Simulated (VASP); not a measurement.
# PbS (Pm-3m) in VASP: a series of runs, part 2 of 2

VASP 6.6.1. The steps go on from the part before.

### Step 6. Single point, r2SCAN, non-collinear spin, zero start, spin-orbit coupling

POSCAR

```
PbS
1.0
    3.6536590000      0.0000000000      0.0000000000
    0.0000000000      3.6536590000      0.0000000000
    0.0000000000      0.0000000000      3.6536590000
Pb S
1 1
Direct
    0.0000000000      0.0000000000      0.0000000000
    0.5000000000      0.5000000000      0.5000000000
```

INCAR.step1

```
SYSTEM = PbS
ALGO = Normal ; EDIFF = 1E-4
ENCUT = 520 ; GGA = PE
GGA_COMPAT = .False. ; ISMEAR = -1
LASPH = .True. ; LCHARG = .False.
LNONCOLLINEAR = .True. ; LREAL = .False.
LSORBIT = .True. ; LWAVE = .True.
MAGMOM = 0 0 0 0 0 0 ; NBANDS = 32
NELM = 150 ; PREC = Accurate
SIGMA = 0.05
```

INCAR.step2

```
SYSTEM = PbS
ALGO = Normal ; EDIFF = 1E-6
ENCUT = 520 ; GGA_COMPAT = .False.
ISIF = 2 ; ISMEAR = -1
ISTART = 1 ; LASPH = .True.
LCHARG = .True. ; LMIXTAU = .True.
LNONCOLLINEAR = .True. ; LORBIT = 11
LORBMOM = .True. ; LREAL = .False.
LSORBIT = .True. ; LVHAR = .True.
LWAVE = .False. ; MAGMOM = 0 0 0 0 0 0
METAGGA = R2SCAN ; NBANDS = 32
NELM = 150 ; PREC = Accurate
SIGMA = 0.05
```

KPOINTS

```
k-points
0
Gamma
  5 5 5
  0 0 0
```

Potentials or basis: VASP PAW PBE potentials, release 64 (Pb_d, S).

Run with:

```
$ cat potpaw_PBE.64/Pb_d/POTCAR potpaw_PBE.64/S/POTCAR > POTCAR
$ cp INCAR.step1 INCAR
$ mpirun -np 1 vasp_ncl > vasp.out
$ cp INCAR.step2 INCAR
$ mpirun -np 1 vasp_ncl > vasp.out
```

OUTCAR:

```text
SYSTEM = PbS
   EDIFF = 1E-6
   ENCUT = 520
   ISIF = 2
   ISMEAR = -1
   ISTART = 1
   LASPH = .True.
   LNONCOLLINEAR = .True.
   LORBIT = 11
   LREAL = .False.
   LSORBIT = .True.
   METAGGA = R2SCAN
   NELM = 150
   PREC = Accurate

 ion  position               nearest neighbor table
   1  0.000  0.000  0.000-   2 3.16   2 3.16   2 3.16   2 3.16   2 3.16   2 3.16   2 3.16   2 3.16

   2  0.500  0.500  0.500-   1 3.16   1 3.16   1 3.16   1 3.16   1 3.16   1 3.16   1 3.16   1 3.16

  LATTYP: Found a simple cubic cell.
 ALAT       =     3.6536590000

  Lattice vectors:

 A1 = (   3.6536590000,   0.0000000000,   0.0000000000)
 A2 = (   0.0000000000,   3.6536590000,   0.0000000000)
 A3 = (   0.0000000000,   0.0000000000,   3.6536590000)

Analysis of symmetry for initial positions (statically):
=====================================================================
 Subroutine PRICEL returns:
 Original cell was already a primitive cell.

 Routine SETGRP: Setting up the symmetry group for a
 simple cubic supercell.

 Subroutine GETGRP returns: Found 48 space group operations
 (whereof 48 operations were pure point group operations)
 out of a pool of 48 trial point group operations.

The static configuration has the point symmetry O_h .

Analysis of symmetry for dynamics (positions and initial velocities):
=====================================================================
 Subroutine PRICEL returns:
 Original cell was already a primitive cell.

 Routine SETGRP: Setting up the symmetry group for a
 simple cubic supercell.

 Subroutine GETGRP returns: Found 48 space group operations
 (whereof 48 operations were pure point group operations)
 out of a pool of 48 trial point group operations.

The dynamic configuration has the point symmetry O_h .

Analysis of structural, dynamic, and magnetic symmetry:
=====================================================================
 Subroutine PRICEL returns:
[... 546 lines left out ...]

 # of ion     p       d       tot
 ----------------------------------------
  1        -0.000   0.000   0.000
  2         0.000   0.000   0.000
 ----------------------------------------
           -0.000   0.000   0.000

 orbital moment (z)

 # of ion     p       d       tot
 ----------------------------------------
  1         0.000   0.000   0.000
  2         0.000   0.000   0.000
 ----------------------------------------
            0.000   0.000   0.000

 Spin-Orbit-Coupling matrix elements

 Ion:    1  E_soc:     -0.7650788
 l=   1
     0.0000000    -0.0631035    -0.0631035
    -0.0631035     0.0000000    -0.0631035
    -0.0631035    -0.0631035     0.0000000
 l=   2
     0.0000000    -0.0128031     0.0000000    -0.0128031    -0.0516065
    -0.0128031     0.0000000    -0.0387048    -0.0128031    -0.0129016
     0.0000000    -0.0387048     0.0000000    -0.0387048     0.0000000
    -0.0128031    -0.0128031    -0.0387048     0.0000000    -0.0129016
    -0.0516065    -0.0129016     0.0000000    -0.0129016     0.0000000
 l=   3
     0.0000000     0.0000000     0.0000000     0.0000000     0.0000000     0.0000000     0.0000000
     0.0000000     0.0000000     0.0000000     0.0000000     0.0000000     0.0000000     0.0000000
     0.0000000     0.0000000     0.0000000     0.0000000     0.0000000     0.0000000     0.0000000
     0.0000000     0.0000000     0.0000000     0.0000000     0.0000000     0.0000000     0.0000000
     0.0000000     0.0000000     0.0000000     0.0000000     0.0000000     0.0000000     0.0000000
     0.0000000     0.0000000     0.0000000     0.0000000     0.0000000     0.0000000     0.0000000
     0.0000000     0.0000000     0.0000000     0.0000000     0.0000000     0.0000000     0.0000000

 Ion:    2  E_soc:     -0.0031122
 l=   1
     0.0000000    -0.0005187    -0.0005187
    -0.0005187     0.0000000    -0.0005187
    -0.0005187    -0.0005187     0.0000000
 l=   2
     0.0000000     0.0000000     0.0000000     0.0000000     0.0000000
     0.0000000     0.0000000     0.0000000     0.0000000     0.0000000
     0.0000000     0.0000000     0.0000000     0.0000000     0.0000000
     0.0000000     0.0000000     0.0000000     0.0000000     0.0000000
     0.0000000     0.0000000     0.0000000     0.0000000     0.0000000
 l=   3
     0.0000000     0.0000000     0.0000000     0.0000000     0.0000000     0.0000000     0.0000000
     0.0000000     0.0000000     0.0000000     0.0000000     0.0000000     0.0000000     0.0000000
     0.0000000     0.0000000     0.0000000     0.0000000     0.0000000     0.0000000     0.0000000
     0.0000000     0.0000000     0.0000000     0.0000000     0.0000000     0.0000000     0.0000000
     0.0000000     0.0000000     0.0000000     0.0000000     0.0000000     0.0000000     0.0000000
     0.0000000     0.0000000     0.0000000     0.0000000     0.0000000     0.0000000     0.0000000
     0.0000000     0.0000000     0.0000000     0.0000000     0.0000000     0.0000000     0.0000000

 total charge

# of ion       s       p       d       tot
------------------------------------------
    1        1.476   0.471   9.833  11.781
    2        1.348   2.334   0.000   3.682
--------------------------------------------------
tot          2.825   2.805   9.833  15.463

 magnetization (x)

# of ion       s       p       d       tot
------------------------------------------
    1       -0.000   0.000   0.000  -0.000
    2        0.000  -0.000   0.000  -0.000
--------------------------------------------------
tot         -0.000  -0.000   0.000  -0.000

 magnetization (y)

# of ion       s       p       d       tot
------------------------------------------
    1       -0.000  -0.000   0.000  -0.000
    2        0.000   0.000   0.000   0.000
--------------------------------------------------
tot         -0.000   0.000   0.000  -0.000

 magnetization (z)

# of ion       s       p       d       tot
------------------------------------------
    1       -0.000  -0.000  -0.000  -0.000
    2        0.000  -0.000   0.000  -0.000
--------------------------------------------------
tot         -0.000  -0.000  -0.000  -0.000
```

OUTCAR.step1:

```text
SYSTEM = PbS
   EDIFF = 1E-4
   ENCUT = 520
   GGA = PE
   ISMEAR = -1
[... 623 lines left out ...]
     0.0000000     0.0000000     0.0000000     0.0000000     0.0000000     0.0000000     0.0000000
     0.0000000     0.0000000     0.0000000     0.0000000     0.0000000     0.0000000     0.0000000
     0.0000000     0.0000000     0.0000000     0.0000000     0.0000000     0.0000000     0.0000000
     0.0000000     0.0000000     0.0000000     0.0000000     0.0000000     0.0000000     0.0000000
     0.0000000     0.0000000     0.0000000     0.0000000     0.0000000     0.0000000     0.0000000
     0.0000000     0.0000000     0.0000000     0.0000000     0.0000000     0.0000000     0.0000000

=======================================================================

 ========================================================
```

It took 92 s on 1 thread of Intel Xeon 6975P-C (Granite Rapids), shared host; peak memory 0.29 GiB.

Results:

| Item | Value |
| --- | --- |
| Free energy | -65.4405 eV |
| Pressure | -1.1 GPa |
| Net moment | 0.00 μB per cell |
| Valence electrons inside the program's atomic spheres | Pb 11.78; S 3.68 |

Moments on the atoms (μB; x, y, z):
```
Pb  0.00 0.00 0.00
S   0.00 0.00 0.00
```

Caveat: the PAW data sets were made with another functional, which shifts forces and pressure a little.

### Step 7. Summary

| task | level | spin | cell | k mesh | cutoff (eV) | gap on the mesh (eV) | pressure (GPa) | moment (μB) | relaxed volume (Å³/atom) |
| --- | --- | --- | --- | --- | --- | --- | --- | --- | --- |
| relaxation of cell and atoms | RPBE | off | relaxed | 7 × 7 × 7 | 600 | 0.26 | 0.0 | - | 25.33 |
| relaxation of cell and atoms | revPBE | off | relaxed | 7 × 7 × 7 | 600 | 0.22 | 0.0 | - | 25.06 |
| relaxation of cell and atoms | BLYP | off | relaxed | 7 × 7 × 7 | 600 | 0.35 | 0.0 | - | 26.38 |
| single point | PBEsol | non-collinear, zero start, SOC | as given | 5 × 5 × 5 | 520 | - | -4.1 | 0.00 | - |
| single point | r2SCAN | non-collinear, zero start, SOC | as given | 5 × 5 × 5 | 520 | - | -1.1 | 0.00 | - |

Alike in all rows: potentials or basis VASP PAW PBE potentials, release 64 (Pb_d, S); smearing fermi-dirac 0.05 eV.

Caveats: the PAW data sets were made with another functional, which shifts forces and pressure a little; spin-orbit coupling is left out, which moves the levels of the heavy elements (some runs).

Total energies depend on the potentials used, so only differences within one code and one set of settings carry meaning.
